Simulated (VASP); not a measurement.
# Ge (R-3) in VASP: further runs

The runs below take Ge through single point, with LDA.

All numbers are computed with VASP 6.6.1; they aren't measurements. Logs are shortened: lines on timing, memory, paths and dates and some standing lists are left out, and cuts for length are marked.

**1. The cell of the first run**

The structure is trigonal, space group R-3 (No. 148). The conventional cell has a = 9.467 Å, b = 9.467 Å, c = 6.366 Å, α = 90.00°, β = 90.00°, γ = 120.00°. Ge (site symmetry 3) has 4 Ge at 2.39 to 2.75 Å within 3.2 Å. Ge (site symmetry 1) has 4 Ge at 2.39 to 2.59 Å within 3.2 Å.

**2. Single point, LDA**

INCAR

```
SYSTEM = Ge
PREC = Accurate
ENCUT = 520
EDIFF = 1E-6
ISMEAR = 0
SIGMA = 0.15
LREAL = .FALSE.
LASPH = .TRUE.
NELM = 100
ALGO = Fast
ISIF = 2
LWAVE = .FALSE.
LCHARG = .FALSE.
GGA = CA
NBANDS = 66
```

KPOINTS

```
Automatic mesh
0
G
  9 9 9
  0 0 0
```

POSCAR

```
Ge
1.0
    4.7337000000      2.7330029693      2.1219333333
   -4.7337000000      2.7330029693      2.1219333333
    0.0000000000     -5.4660059385      2.1219333333
Ge
8
Direct
    0.7160372198      0.7160372198      0.7160372198
    0.2839627802      0.2839627802      0.2839627802
    0.0289443365      0.7253625346      0.5322921793
    0.5322921793      0.0289443365      0.7253625346
    0.7253625346      0.5322921793      0.0289443365
    0.9710556635      0.2746374654      0.4677078207
    0.4677078207      0.9710556635      0.2746374654
    0.2746374654      0.4677078207      0.9710556635
```

Potentials or basis: VASP PAW LDA potentials, release 64 (Ge_d).

Launch:

```sh
$ cat potpaw_LDA.64/Ge_d/POTCAR > POTCAR
$ mpirun -np 1 vasp_std > vasp.out
```

OUTCAR:

```text
SYSTEM = Ge
   PREC = Accurate
   ENCUT = 520
   EDIFF = 1E-6
   ISMEAR = 0
   LREAL = .FALSE.
   LASPH = .TRUE.
   NELM = 100
   ISIF = 2
   GGA = CA

 ion  position               nearest neighbor table
   1  0.716  0.716  0.716-   5 2.39   4 2.39   3 2.39   2 2.75
   2  0.284  0.284  0.284-   8 2.39   7 2.39   6 2.39   1 2.75
   3  0.029  0.725  0.532-   1 2.39   6 2.45   5 2.59   4 2.59
   4  0.532  0.029  0.725-   1 2.39   7 2.45   5 2.59   3 2.59
   5  0.725  0.532  0.029-   1 2.39   8 2.45   3 2.59   4 2.59
   6  0.971  0.275  0.468-   2 2.39   3 2.45   8 2.59   7 2.59
   7  0.468  0.971  0.275-   2 2.39   4 2.45   8 2.59   6 2.59
   8  0.275  0.468  0.971-   2 2.39   5 2.45   6 2.59   7 2.59

  LATTYP: Found a trigonal (rhomboedric) cell.
 ALAT       =     5.8634309061
 COS(alpha) =    -0.3035504195

  Lattice vectors:

 A1 = (   4.7337000000,   2.7330029693,   2.1219333333)
 A2 = (  -4.7337000000,   2.7330029693,   2.1219333333)
 A3 = (   0.0000000000,  -5.4660059385,   2.1219333333)

Analysis of symmetry for initial positions (statically):
=====================================================================
 Subroutine PRICEL returns:
 Original cell was already a primitive cell.

 Routine SETGRP: Setting up the symmetry group for a
 trigonal (rhombohedral) supercell.

 Subroutine GETGRP returns: Found  6 space group operations
 (whereof  6 operations were pure point group operations)
 out of a pool of 12 trial point group operations.

The static configuration has the point symmetry S_6 .

Analysis of symmetry for dynamics (positions and initial velocities):
=====================================================================
 Subroutine PRICEL returns:
 Original cell was already a primitive cell.

 Routine SETGRP: Setting up the symmetry group for a
 trigonal (rhombohedral) supercell.

 Subroutine GETGRP returns: Found  6 space group operations
 (whereof  6 operations were pure point group operations)
 out of a pool of 12 trial point group operations.

The dynamic configuration has the point symmetry S_6 .

 Subroutine INISYM returns: Found  6 space group operations
 (whereof  6 operations are pure point group operations),
 and found     1 'primitive' translations

----------------------------------------------------------------------------------------

                                     Primitive cell

  volume of cell :     164.7115

  direct lattice vectors                    reciprocal lattice vectors
     4.733700000  2.733002969  2.121933333     0.105625621  0.060982980  0.157089447
    -4.733700000  2.733002969  2.121933333    -0.105625621  0.060982980  0.157089447
     0.000000000 -5.466005939  2.121933333     0.000000000 -0.121965961  0.157089447

  length of vectors
     5.863430906  5.863430906  5.863430906     0.198878832  0.198878832  0.198878832

  position of ions in fractional coordinates (direct lattice)
     0.716037220  0.716037220  0.716037220
     0.283962780  0.283962780  0.283962780
     0.028944336  0.725362535  0.532292179
     0.532292179  0.028944336  0.725362535
     0.725362535  0.532292179  0.028944336
     0.971055664  0.274637465  0.467707821
     0.467707821  0.971055664  0.274637465
     0.274637465  0.467707821  0.971055664

  ion indices of the primitive-cell ions
   primitive index   ion index
                 1           1
                 2           2
                 3           3
                 4           4
                 5           5
                 6           6
                 7           7
                 8           8

----------------------------------------------------------------------------------------

 KPOINTS: Automatic mesh

Automatic generation of k-mesh.
 Grid dimensions read from file:
 generate k-points for:    9    9    9

 Generating k-lattice:

  Cartesian coordinates                     Fractional coordinates (reciprocal lattice)
     0.011736180  0.006775887  0.017454383     0.111111111  0.000000000  0.000000000
    -0.011736180  0.006775887  0.017454383     0.000000000  0.111111111  0.000000000
     0.000000000 -0.013551773  0.017454383     0.000000000  0.000000000  0.111111111

  Length of vectors
     0.022097648  0.022097648  0.022097648

  Shift w.r.t. Gamma in fractional coordinates (k-lattice)
     0.000000000  0.000000000  0.000000000

 Subroutine IBZKPT returns following result:
 ===========================================

 Found    125 irreducible k-points:

 Following reciprocal coordinates:
            Coordinates               Weight
  0.000000  0.000000  0.000000      1.000000
  0.111111 -0.000000  0.000000      6.000000
  0.222222  0.000000  0.000000      6.000000
  0.333333 -0.000000  0.000000      6.000000
  0.444444  0.000000  0.000000      6.000000
  0.111111  0.111111  0.000000      6.000000
[... 16 lines left out ...]
  0.444444  0.222222 -0.000000      6.000000
 -0.444444  0.000000 -0.222222      6.000000
 [... further k-points ...]
   k-points           NKPTS =    125   k-points in BZ     NKDIM =    125   number of bands    NBANDS=     66
   number of dos      NEDOS =    301   number of ions     NIONS =      8
   total plane-waves  NPLWV = 110592
   dimension x,y,z NGX =    48 NGY =   48 NGZ =   48
   dimension x,y,z NGXF=    96 NGYF=   96 NGZF=   96
   ions per type =               8
   NGX,Y,Z   is equivalent  to a cutoff of  13.61, 13.61, 13.61 a.u.
   NGXF,Y,Z  is equivalent  to a cutoff of  27.22, 27.22, 27.22 a.u.
 SYSTEM =  Ge
   PREC   = accura    normal or accurate (medium, high low for compatibility)
   ISTART =      0    job   : 0-new  1-cont  2-samecut
   ICHARG =      2    charge: 1-file 2-atom 10-const
   ISPIN  =      1    spin polarized calculation?
   LNONCOLLINEAR =      F non collinear calculations
   LSORBIT =      F    spin-orbit coupling
   LASPH  =      T    aspherical Exc in radial PAW
   ENCUT  =  520.0 eV  38.22 Ry    6.18 a.u.  10.90 10.90 10.90*2*pi/ulx,y,z
   NELM   =    100;   NELMIN=  2; NELMDL= -5     # of ELM steps
   EDIFF  = 0.1E-05   stopping-criterion for ELM
   LREAL  =      F    real-space projection
   EDIFFG = 0.1E-04   stopping-criterion for IOM
   NSW    =      0    number of steps for IOM
   IBRION =     -1    ionic relax: 0-MD 1-quasi-New 2-CG
   NFREE  =      0    steps in history (QN), initial steepest desc. (CG)
   ISIF   =      2    stress and relaxation
   ISYM   =      2    0-nonsym 1-usesym 2-fastsym
   POTIM  = 0.5000    time-step for ionic-motion
   TEBEG  =    0.0;   TEEND  =   0.0 temperature during run
   PSTRESS=    0.0 pullay stress
   NELECT =     112.0000    total number of electrons
   NUPDOWN=      -1.0000    fix difference up-down
   EMIN   =  10.00;   EMAX   =-10.00  energy-range for DOS
   EFERMI =   0.00;   METHOD = LEGACY
   ISMEAR =     0;   SIGMA  =   0.15  broadening in eV -4-tet -1-fermi 0-gaus
   EFERMI_NEDOS =   21; number of points for ismear=-14 and -15
   IALGO  =     68    algorithm
   IMIX   =      4    mixing-type and parameters
     AMIX     =   0.40;   BMIX     =  1.00
     AMIX_MAG =   1.60;   BMIX_MAG =  1.00
  volume/ion in A,a.u.               =      20.59       138.94
  Fermi-wavevector in a.u.,A,eV,Ry     =   1.439592  2.720435 28.197074  2.072426
  Thomas-Fermi vector in A             =   2.558431
   LORBIT       =      0    0 simple, 1 ext, 2 COOP (PROOUT), +10 PAW based schemes
   GGA     = CA    functional components
   LHFCALC =     F    Hartree Fock is set to
   AEXX    =    0.0000 exact exchange contribution
   IVDW    =     0    specifies the selected vdW correction
   LEPSILON=     F    determine dielectric tensor
   LRPA    =     F    only Hartree local field effects (RPA)
 non-spin polarized calculation
 RMM-DIIS sequential band-by-band and
 Gauss-broadening in eV      SIGMA  =   0.15
  energy-cutoff  :      520.00
  volume of cell :      164.71
 maximum number of plane-waves:      4475
 NGX is ok and might be reduce to    48
   NGX = 21   NGY = 21   NGZ = 21

 number of electron     112.0000001 magnetization

 Free energy of the ion-electron system (eV)
  ---------------------------------------------------
  ext. energy  EPLUGINS =         0.00000000
  ---------------------------------------------------
  free energy    TOTEN  =       -39.94906707 eV

  energy without entropy =      -39.93450890  energy(sigma->0) =      -39.94178798

 E-fermi :   5.4087     XC(G=0): -10.9189

 val. band max:        5.3978138886   @ k =   0.1111  -0.1111  -0.3333
 cond. band min:       5.4087837166   @ k =  -0.3333  -0.3333   0.2222
 fundamental gap:      0.0109698279
 Fermi energy:         5.4087216911

 k-point     1 :       0.0000    0.0000    0.0000
  band No.  band energies     occupation
      1     -19.4743      2.00000
      2     -19.4743      2.00000
      3     -19.4524      2.00000
      4     -19.4524      2.00000
      5     -19.4474      2.00000
      6     -19.4064      2.00000
[... 58 lines left out ...]
     65      10.8964      0.00000
     66      12.0427      0.00000

 k-point     2 :       0.1111   -0.0000    0.0000
  band No.  band energies     occupation
      1     -19.4748      2.00000
      2     -19.4735      2.00000
      3     -19.4530      2.00000
      4     -19.4508      2.00000
      5     -19.4456      2.00000
      6     -19.4097      2.00000
[... 58 lines left out ...]
     65      11.1030      0.00000
     66      11.4547      0.00000

 k-point     3 :       0.2222    0.0000    0.0000
  band No.  band energies     occupation
      1     -19.4759      2.00000
      2     -19.4713      2.00000
      3     -19.4544      2.00000
      4     -19.4468      2.00000
      5     -19.4407      2.00000
      6     -19.4156      2.00000
[... 1438 lines left out ...]
     65      10.0243      0.00000
     66      10.7684      0.00000

 k-point    24 :      -0.4444    0.0000   -0.2222
  band No.  band energies     occupation
      1     -19.4736      2.00000
      2     -19.4651      2.00000
      3     -19.4544      2.00000
      4     -19.4398      2.00000
      5     -19.4304      2.00000
      6     -19.4230      2.00000
[... 58 lines left out ...]
     65       9.9430      0.00000
     66      10.8145      0.00000

 [... further k-points ...]

------------------------ aborting loop because EDIFF is reached ----------------------------------------

  FORCE on cell =-STRESS in cart. coord.  units (eV):
  Direction    XX          YY          ZZ          XY          YZ          ZX
  --------------------------------------------------------------------------------------
  -------------------------------------------------------------------------------------
  Total        4.3951970      4.3951970    -10.8212281      0.0000001     -0.0000000      0.0000000
  in kB       42.7528541     42.7528541   -105.2599871      0.0000013     -0.0000000      0.0000000
  external PRESSURE =      -6.5847597 kB  Pullay stress =       0.0000000 kB

 VOLUME and BASIS-vectors are now :
 -----------------------------------------------------------------------------
  energy-cutoff  :      520.00
  volume of cell :      164.71
      direct lattice vectors                 reciprocal lattice vectors
     4.733700000  2.733002969  2.121933333     0.105625621  0.060982980  0.157089447
    -4.733700000  2.733002969  2.121933333    -0.105625621  0.060982980  0.157089447
     0.000000000 -5.466005939  2.121933333     0.000000000 -0.121965961  0.157089447

 POSITION                                       TOTAL-FORCE (eV/Angst)
 -----------------------------------------------------------------------------------
      0.00000      0.00000      4.55815         0.000000     -0.000000     -0.876708
      0.00000      0.00000      1.80765         0.000000      0.000000      0.876708
     -3.29663     -0.84799      2.73008         0.106783      0.667271      0.021074
      2.38270     -2.43097      2.73008        -0.631265     -0.241159      0.021074
      0.91394      3.27896      2.73008         0.524482     -0.426112      0.021074
      3.29663      0.84799      3.63572        -0.106783     -0.667271     -0.021074
     -2.38270      2.43097      3.63572         0.631265      0.241159     -0.021074
     -0.91394     -3.27896      3.63572        -0.524482      0.426112     -0.021074
 -----------------------------------------------------------------------------------
    total drift:                               -0.000000      0.000000      0.000000

  FREE ENERGIE OF THE ION-ELECTRON SYSTEM (eV)
  ---------------------------------------------------
  free  energy   TOTEN  =       -39.9490670671 eV

  energy  without entropy=      -39.9345089023  energy(sigma->0) =      -39.94178798
```

Run time: 54 min. Hardware: 1 thread of Oxide Virtual Turin-like, shared host; peak memory 0.84 GiB.

Results:

```
Free energy            : -39.9491 eV
Pressure               : -0.7 GPa
Largest force          : 0.877 eV/Å
Band gap on the k mesh : zero (bands 56 and 57 overlap by 0.83 eV)
```

Forces on the atoms (eV/Å):
```
Ge   0.000  0.000 -0.877
Ge   0.000  0.000  0.877
Ge   0.107  0.667  0.021
Ge  -0.631 -0.241  0.021
Ge   0.524 -0.426  0.021
Ge  -0.107 -0.667 -0.021
Ge   0.631  0.241 -0.021
Ge  -0.524  0.426 -0.021
```

**3. Single point, LDA**

This run uses another cell than the first one, of 19.64 Å³/atom.

INCAR

```
ALGO = Fast
EDIFF = 1E-7
ENCUT = 520
GGA = CA
ISIF = 2
ISMEAR = 0
LASPH = T
LCHARG = T
LELF = T
LREAL = F
LVHAR = T
LWAVE = F
NBANDS = 66
NELM = 80
PREC = Accurate
SIGMA = 0.15
```

KPOINTS

```
k-points
0
Gamma
  9 9 9
```

POSCAR: that of step 2 with these lines changed.

```diff
@@ -2,5 +2,5 @@
 1.0
-    4.7337000000      2.7330029693      2.1219333333
-   -4.7337000000      2.7330029693      2.1219333333
-    0.0000000000     -5.4660059385      2.1219333333
+    4.7825000000      2.7611776624      1.9825333333
+   -4.7825000000      2.7611776624      1.9825333333
+    0.0000000000     -5.5223553248      1.9825333333
 Ge
```

Potentials or basis: VASP PAW LDA potentials, release 64 (Ge_d).

Launch:

```sh
$ cat potpaw_LDA.64/Ge_d/POTCAR > POTCAR
$ mpirun -np 1 vasp_std > vasp.out
```

OUTCAR:

```text
EDIFF = 1E-7
   ENCUT = 520
   GGA = CA
   ISIF = 2
   ISMEAR = 0
   LASPH = T
   LREAL = F
   NELM = 80
   PREC = Accurate

 ion  position               nearest neighbor table
   1  0.716  0.716  0.716-   4 2.41   3 2.41   5 2.41   2 2.57
   2  0.284  0.284  0.284-   7 2.41   6 2.41   8 2.41   1 2.57
   3  0.029  0.725  0.532-   1 2.41   6 2.43   4 2.49   5 2.49
   4  0.532  0.029  0.725-   1 2.41   7 2.43   5 2.49   3 2.49
   5  0.725  0.532  0.029-   1 2.41   8 2.43   4 2.49   3 2.49
   6  0.971  0.275  0.468-   2 2.41   3 2.43   7 2.49   8 2.49
   7  0.468  0.971  0.275-   2 2.41   4 2.43   8 2.49   6 2.49
[... 1871 lines left out ...]
  Total        3.9322672      3.9322672     -2.6926179     -0.0000000     -0.0000000     -0.0000000
  in kB       40.1081403     40.1081403    -27.4640282     -0.0000002     -0.0000000     -0.0000000
  external PRESSURE =      17.5840842 kB  Pullay stress =       0.0000000 kB

 VOLUME and BASIS-vectors are now :
 -----------------------------------------------------------------------------
  energy-cutoff  :      520.00
  volume of cell :      157.08
      direct lattice vectors                 reciprocal lattice vectors
     4.782500000  2.761177662  1.982533333     0.104547831  0.060360718  0.168135046
    -4.782500000  2.761177662  1.982533333    -0.104547831  0.060360718  0.168135046
     0.000000000 -5.522355325  1.982533333     0.000000000 -0.120721436  0.168135046

 POSITION                                       TOTAL-FORCE (eV/Angst)
 -----------------------------------------------------------------------------------
      0.00000      0.00000      4.25870         0.000000      0.000000     -0.351981
      0.00000      0.00000      1.68890         0.000000     -0.000000      0.351981
     -3.33062     -0.85673      2.55073        -0.029895      0.318568      0.063667
      2.40726     -2.45604      2.55073        -0.260940     -0.185174      0.063667
      0.92336      3.31277      2.55073         0.290836     -0.133394      0.063667
      3.33062      0.85673      3.39687         0.029895     -0.318568     -0.063667
     -2.40726      2.45604      3.39687         0.260940      0.185174     -0.063667
     -0.92336     -3.31277      3.39687        -0.290836      0.133394     -0.063667
 -----------------------------------------------------------------------------------
    total drift:                               -0.000000      0.000000      0.000000

  FREE ENERGIE OF THE ION-ELECTRON SYSTEM (eV)
  ---------------------------------------------------
  free  energy   TOTEN  =       -40.5142246148 eV

  energy  without entropy=      -40.5040378771  energy(sigma->0) =      -40.50913125
```

stdout:

```text
[... 40 lines left out ...]
```

Run time: 62 min. Hardware: 1 thread of Oxide Virtual Turin-like, shared host; peak memory 0.81 GiB.

Results:

```
Free energy            : -40.5142 eV
Pressure               : 1.8 GPa
Largest force          : 0.352 eV/Å
Band gap on the k mesh : zero (bands 56 and 57 overlap by 0.53 eV)
```

Forces in eV/Å, atoms in the order of the input:
```
Ge   0.000  0.000 -0.352
Ge   0.000  0.000  0.352
Ge  -0.030  0.319  0.064
Ge  -0.261 -0.185  0.064
Ge   0.291 -0.133  0.064
Ge   0.030 -0.319 -0.064
Ge   0.261  0.185 -0.064
Ge  -0.291  0.133 -0.064
```

Caveat: semilocal functionals underestimate gaps, so a narrow gap can read as zero.
